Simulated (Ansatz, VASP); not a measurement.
One calculation of Li2O, two programs

Contents of INCAR:

```
SYSTEM = Li2O
  PREC = Accurate
  ENCUT = 750
  EDIFF = 1E-6
  ISMEAR = 0
  SIGMA = 0.02
  LREAL = .False.
  LASPH = .True.
  NELM = 120
  ALGO = Normal
  ISIF = 2
  LWAVE = .False.
  LCHARG = .True.
  GGA = PE
  LELF = .True.
  LVHAR = .True.
  NBANDS = 13
  GGA_COMPAT = .False.
```

KPOINTS

```
regular mesh
0
Gamma
  7 7 7
  0 0 0
```

Contents of POSCAR:

```
Li2O
1.0
    0.0000000000      2.3050000000      2.3050000000
    2.3050000000      0.0000000000      2.3050000000
    2.3050000000      2.3050000000      0.0000000000
Li O
2 1
Direct
    0.2500000000      0.2500000000      0.2500000000
    0.7500000000      0.7500000000      0.7500000000
    0.0000000000      0.0000000000      0.0000000000
```

Input for Ansatz:

```yaml
crystal:
  lattice:
    - [0.0, 2.305, 2.305]
    - [2.305, 0.0, 2.305]
    - [2.305, 2.305, 0.0]
  atoms:
    - { symbol: Li, position: [0.25, 0.25, 0.25] }
    - { symbol: Li, position: [0.75, 0.75, 0.75] }
    - { symbol: O, position: [0.0, 0.0, 0.0] }
basis:
  ecutwfc: 462.593566181796
kpoints:
  mp_grid:
    grid: [7, 7, 7]
hamiltonian:
  xc: pbe
  pseudopotentials:
    kind: paw
scf:
  occupations:
    method: gaussian
    width: 0.02
output:
  stress: true
```

Alike in both runs: task single point; functional PBE; k mesh 7 × 7 × 7; occupations gaussian, width 0.02 eV; no spin polarisation.

|  | VASP | Ansatz |
| --- | --- | --- |
| version | VASP 6.6.1 | Ansatz 0.2.0 |
| potentials or method | VASP PAW PBE potentials, release 64 (Li_sv, O), cutoff 750 eV | plane waves, PAW |
| valence electrons in the cell | 12 | 12 |

|  | VASP | Ansatz | Ansatz less VASP |
| --- | --- | --- | --- |
| pressure (GPa) | 0.5 | 0.8 | +0.31 |
